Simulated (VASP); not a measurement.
# MnO (R-3m) in VASP: single point with PBE

Aim: the single point of MnO with PBE.

Program: VASP 6.6.1. These are calculated values, not measurements. Logs are shortened: lines on timing, memory, paths and dates and some standing lists are left out, and cuts for length are marked.

### 1 The cell of the first run

The structure is trigonal, space group R-3m (No. 166). The conventional cell has a = 3.200 Å, b = 3.200 Å, c = 7.514 Å, α = 90.00°, β = 90.00°, γ = 120.00°. Within 3.2 Å of Mn (site symmetry -3m) lie 6 O at 2.23 Å and 12 Mn at 3.11 to 3.20 Å. O (site symmetry -3m) has 6 Mn at 2.23 Å and 12 O at 3.11 to 3.20 Å within 3.2 Å.

### 2 Single point, PBE, collinear spin, antiferromagnetic start (11.10 Å³/atom)

File INCAR:

```
SYSTEM = MnO
ALGO = Normal ; EDIFF = 1E-6
ENCUT = 520 ; GGA = PE
ISIF = 2 ; ISMEAR = 0
ISPIN = 2 ; LASPH = .TRUE.
LCHARG = .TRUE. ; LELF = .TRUE.
LMAXMIX = 4 ; LORBIT = 11
LREAL = .FALSE. ; LVHAR = .TRUE.
LWAVE = .FALSE. ; MAGMOM = 4.45 -4.45 0 0
NBANDS = 31 ; NELM = 150
PREC = Accurate ; SIGMA = 0.05
```

File KPOINTS:

```
k-points
0
G
  14 14 14
  0 0 0
```

File POSCAR:

```
MnO
1.0
    0.0000000000      2.2626082809      2.2626082809
    2.2626082809      0.0000000000      2.2626082809
    4.4003868889      2.1377786080     -2.1377786080
Mn O
2 2
Direct
    0.0000000000      0.0000000000      0.0000000000
    0.5000000000      0.0000000000      0.5000000000
    0.7499999816      0.5000000368      0.2499999449
    1.2500000184      0.4999999632      0.7500000551
```

Potentials or basis: VASP PAW PBE potentials, release 64 (Mn_pv, O).

Started as:

```
$ cat potpaw_PBE.64/Mn_pv/POTCAR potpaw_PBE.64/O/POTCAR > POTCAR
$ mpirun -np 1 vasp_std > vasp.out
```

OUTCAR:

```text
SYSTEM = MnO
   EDIFF = 1E-6
   ENCUT = 520
   GGA = PE
   ISIF = 2
   ISMEAR = 0
   ISPIN = 2
   LASPH = .TRUE.
   LORBIT = 11
   LREAL = .FALSE.
   NELM = 150
   PREC = Accurate

 ion  position               nearest neighbor table
   1  0.000  0.000  0.000-   3 2.23   3 2.23   4 2.23   4 2.23   4 2.23   3 2.23   2 3.11   2 3.11
                             2 3.11   2 3.11   2 3.11   2 3.11
   2  0.500  0.000  0.500-   3 2.23   4 2.23   4 2.23   3 2.23   4 2.23   3 2.23   1 3.11   1 3.11
                             1 3.11   1 3.11   1 3.11   1 3.11
   3  0.750  0.500  0.250-   1 2.23   1 2.23   1 2.23   2 2.23   2 2.23   2 2.23
   4  0.250  0.500  0.750-   1 2.23   1 2.23   1 2.23   2 2.23   2 2.23   2 2.23

  LATTYP: Found a trigonal (rhomboedric) cell.
 ALAT       =     5.3388762418
 COS(alpha) =     0.8203947460

  Lattice vectors:

 A1 = (   4.4003868889,   2.1377786080,  -2.1377786080)
 A2 = (   2.1377786080,   2.1377786080,  -4.4003868889)
 A3 = (   2.1377786080,   4.4003868889,  -2.1377786080)

Analysis of symmetry for initial positions (statically):
=====================================================================
 Subroutine PRICEL returns following result:

  LATTYP: Found a trigonal (rhomboedric) cell.
 ALAT       =     3.1121693395
 COS(alpha) =     0.4714424206
[... 12 lines left out ...]
 Subroutine GETGRP returns: Found 12 space group operations
 (whereof 12 operations were pure point group operations)
 out of a pool of 12 trial point group operations.

The static configuration has the point symmetry D_3d.

Analysis of symmetry for dynamics (positions and initial velocities):
=====================================================================
 Subroutine PRICEL returns following result:

  LATTYP: Found a trigonal (rhomboedric) cell.
 ALAT       =     3.1121693395
 COS(alpha) =     0.4714424206
[... 12 lines left out ...]
 Subroutine GETGRP returns: Found 12 space group operations
 (whereof 12 operations were pure point group operations)
 out of a pool of 12 trial point group operations.

The dynamic configuration has the point symmetry D_3d.

Analysis of structural, dynamic, and magnetic symmetry:
=====================================================================
 Subroutine PRICEL returns following result:

  LATTYP: Found a trigonal (rhomboedric) cell.
 ALAT       =     3.1121693395
 COS(alpha) =     0.4714424206
[... 12 lines left out ...]
 Subroutine GETGRP returns: Found 12 space group operations
 (whereof 12 operations were pure point group operations)
 out of a pool of 12 trial point group operations.

The overall configuration has the point symmetry D_3d.

 Subroutine INISYM returns: Found 12 space group operations
 (whereof 12 operations are pure point group operations),
 and found     2 'primitive' translations

----------------------------------------------------------------------------------------

                                     Primitive cell

  volume of cell :      22.2078

  direct lattice vectors                    reciprocal lattice vectors
    -2.200193444  0.062414836  2.200193444    -0.224163420  0.217804378  0.224163420
    -2.200193444 -2.200193444 -0.062414836    -0.224163420 -0.224163420 -0.217804378
     0.062414836 -2.200193444  2.200193444     0.217804378 -0.224163420  0.224163420

  length of vectors
     3.112169340  3.112169340  3.112169340     0.384626085  0.384626085  0.384626085

  position of ions in fractional coordinates (direct lattice)
     0.000000000  0.000000000  0.000000000
     0.500000037  0.500000037  0.500000037

  ion indices of the primitive-cell ions
   primitive index   ion index
                 1           1
                 2           3

----------------------------------------------------------------------------------------

 KPOINTS: k-points

Automatic generation of k-mesh.
 Grid dimensions read from file:
 generate k-points for:   14   14   14

 Generating k-lattice:

  Cartesian coordinates                     Fractional coordinates (reciprocal lattice)
    -0.007778728  0.023790401  0.007778728     0.071428571  0.000000000  0.000000000
     0.015557456 -0.016011673  0.016011673     0.000000000  0.071428571  0.000000000
     0.008232945  0.008232945 -0.008232945     0.000000000  0.000000000  0.071428571

  Length of vectors
     0.026210692  0.027473292  0.014259879

  Shift w.r.t. Gamma in fractional coordinates (k-lattice)
     0.000000000  0.000000000  0.000000000

 Subroutine IBZKPT returns following result:
 ===========================================

 Found    288 irreducible k-points:

 Following reciprocal coordinates:
            Coordinates               Weight
  0.000000  0.000000  0.000000      1.000000
  0.071429  0.000000  0.000000      6.000000
  0.142857  0.000000  0.000000      6.000000
  0.214286  0.000000 -0.000000      6.000000
  0.285714  0.000000 -0.000000      6.000000
  0.357143  0.000000  0.000000      6.000000
[... 16 lines left out ...]
  0.285714  0.142857  0.000000      6.000000
  0.357143  0.142857 -0.000000     12.000000
 [... further k-points ...]
   k-points           NKPTS =    288   k-points in BZ     NKDIM =    288   number of bands    NBANDS=     31
   number of dos      NEDOS =    301   number of ions     NIONS =      4
   total plane-waves  NPLWV =  23040
   dimension x,y,z NGX =    24 NGY =   24 NGZ =   40
   dimension x,y,z NGXF=    48 NGYF=   48 NGZF=   80
   ions per type =               2   2
   NGX,Y,Z   is equivalent  to a cutoff of  12.47, 12.47, 12.46 a.u.
   NGXF,Y,Z  is equivalent  to a cutoff of  24.94, 24.94, 24.91 a.u.
 SYSTEM =  MnO
   PREC   = accura    normal or accurate (medium, high low for compatibility)
   ISTART =      0    job   : 0-new  1-cont  2-samecut
   ICHARG =      2    charge: 1-file 2-atom 10-const
   ISPIN  =      2    spin polarized calculation?
   LNONCOLLINEAR =      F non collinear calculations
   LSORBIT =      F    spin-orbit coupling
   LASPH  =      T    aspherical Exc in radial PAW
   ENCUT  =  520.0 eV  38.22 Ry    6.18 a.u.   5.95  5.95  9.93*2*pi/ulx,y,z
   NELM   =    150;   NELMIN=  2; NELMDL= -5     # of ELM steps
   EDIFF  = 0.1E-05   stopping-criterion for ELM
   LREAL  =      F    real-space projection
   EDIFFG = 0.1E-04   stopping-criterion for IOM
   NSW    =      0    number of steps for IOM
   IBRION =     -1    ionic relax: 0-MD 1-quasi-New 2-CG
   NFREE  =      0    steps in history (QN), initial steepest desc. (CG)
   ISIF   =      2    stress and relaxation
   ISYM   =      2    0-nonsym 1-usesym 2-fastsym
   POTIM  = 0.5000    time-step for ionic-motion
   TEBEG  =    0.0;   TEEND  =   0.0 temperature during run
   PSTRESS=    0.0 pullay stress
   NELECT =      38.0000    total number of electrons
   NUPDOWN=      -1.0000    fix difference up-down
   EMIN   =  10.00;   EMAX   =-10.00  energy-range for DOS
   EFERMI =   0.00;   METHOD = LEGACY
   ISMEAR =     0;   SIGMA  =   0.05  broadening in eV -4-tet -1-fermi 0-gaus
   EFERMI_NEDOS =   21; number of points for ismear=-14 and -15
   IALGO  =     38    algorithm
   IMIX   =      4    mixing-type and parameters
     AMIX     =   0.40;   BMIX     =  1.00
     AMIX_MAG =   1.60;   BMIX_MAG =  1.00
  volume/ion in A,a.u.               =      11.10        74.93
  Fermi-wavevector in a.u.,A,eV,Ry     =   1.554143  2.936904 32.862958  2.415359
  Thomas-Fermi vector in A             =   2.658271
   LORBIT       =     11    0 simple, 1 ext, 2 COOP (PROOUT), +10 PAW based schemes
   GGA     = PE    functional components
   LHFCALC =     F    Hartree Fock is set to
   AEXX    =    0.0000 exact exchange contribution
   IVDW    =     0    specifies the selected vdW correction
   LEPSILON=     F    determine dielectric tensor
   LRPA    =     F    only Hartree local field effects (RPA)
 spin polarized calculation
 Gauss-broadening in eV      SIGMA  =   0.05
  energy-cutoff  :      520.00
  volume of cell :       44.42
 maximum number of plane-waves:      1211
   NGX = 11   NGY = 11   NGZ = 19

 number of electron      38.0000000 magnetization       0.0000000

 number of electron      37.9999984 magnetization      -0.0000000

 Free energy of the ion-electron system (eV)
  ---------------------------------------------------
  ext. energy  EPLUGINS =         0.00000000
  ---------------------------------------------------
  free energy    TOTEN  =       -33.12593207 eV

  energy without entropy =      -33.12593207  energy(sigma->0) =      -33.12593207

 E-fermi :   6.9791     XC(G=0): -11.7945

 val. band max:        6.6545237949   @ k =   0.0000   0.0000   0.5000
 cond. band min:       7.4858207791   @ k =   0.0000   0.0000   0.0000
 fundamental gap:      0.8312969842
 Fermi energy:         6.9791071165

 spin component 1

 k-point     1 :       0.0000    0.0000    0.0000
  band No.  band energies     occupation
      1     -43.0404      1.00000
      2     -42.9793      1.00000
      3     -42.9793      1.00000
      4     -38.3463      1.00000
      5     -38.2965      1.00000
      6     -38.2965      1.00000
[... 805 lines left out ...]
     30      19.4663      0.00000
     31      19.8648      0.00000

 [... further k-points ...]

 spin component 2

 k-point     1 :       0.0000    0.0000    0.0000
  band No.  band energies     occupation
      1     -43.0404      1.00000
      2     -42.9793      1.00000
      3     -42.9793      1.00000
      4     -38.3463      1.00000
      5     -38.2966      1.00000
      6     -38.2966      1.00000
[... 805 lines left out ...]
     30      19.4663      0.00000
     31      19.8648      0.00000

 [... further k-points ...]

------------------------ aborting loop because EDIFF is reached ----------------------------------------

  FORCE on cell =-STRESS in cart. coord.  units (eV):
  Direction    XX          YY          ZZ          XY          YZ          ZX
  --------------------------------------------------------------------------------------
  -------------------------------------------------------------------------------------
  Total       -0.7299852     -0.7299852     -0.7299852      0.0078773     -0.0078773     -0.0078773
  in kB      -26.3323211    -26.3323211    -26.3323211      0.2841541     -0.2841541     -0.2841541
  external PRESSURE =     -26.3323211 kB  Pullay stress =       0.0000000 kB

 VOLUME and BASIS-vectors are now :
 -----------------------------------------------------------------------------
  energy-cutoff  :      520.00
  volume of cell :       44.42
      direct lattice vectors                 reciprocal lattice vectors
     0.000000000  2.262608281  2.262608281    -0.108902189  0.333065609  0.108902189
     2.262608281  0.000000000  2.262608281     0.217804378 -0.224163420  0.224163420
     4.400386889  2.137778608 -2.137778608     0.115261231  0.115261231 -0.115261231

 POSITION                                       TOTAL-FORCE (eV/Angst)
 -----------------------------------------------------------------------------------
      0.00000      0.00000      0.00000        -0.000000     -0.000000      0.000000
      2.20019      2.20019      0.06241         0.000000     -0.000000      0.000000
      2.23140      2.23140      2.29382        -0.000000     -0.000000     -0.000000
      4.43159      2.16899      0.09362        -0.000000      0.000000     -0.000000
 -----------------------------------------------------------------------------------
    total drift:                               -0.000000     -0.000000      0.000000

  FREE ENERGIE OF THE ION-ELECTRON SYSTEM (eV)
  ---------------------------------------------------
  free  energy   TOTEN  =       -33.1259320652 eV

  energy  without entropy=      -33.1259320652  energy(sigma->0) =      -33.12593207

 total charge

# of ion       s       p       d       tot
------------------------------------------
    1        0.198   6.171   4.973  11.342
    2        0.198   6.171   4.973  11.342
    3        1.561   3.410   0.000   4.972
    4        1.561   3.410   0.000   4.972
--------------------------------------------------
tot          3.519  19.163   9.945  32.627

 magnetization (x)

# of ion       s       p       d       tot
------------------------------------------
    1        0.018   0.017   4.300   4.335
    2       -0.018  -0.017  -4.300  -4.335
    3        0.000   0.000   0.000   0.000
    4        0.000   0.000   0.000   0.000
--------------------------------------------------
tot          0.000   0.000   0.000   0.000
```

Wall time 20 min (1 thread of Oxide Virtual Turin-like, shared host); peak memory 0.55 GiB.

Results:

- Free energy: -33.1259 eV
- Pressure: -2.6 GPa
- Band gap on the k mesh: 0.83 eV
- Net moment: 0.00 μB per cell
- Site moments: Mn +4.33, -4.33; O +0.00 μB
- Valence electrons inside the program's atomic spheres: Mn 11.34; O 4.97

A k mesh can miss the band edges. As with any semilocal functional, this PBE gap is likely too small.
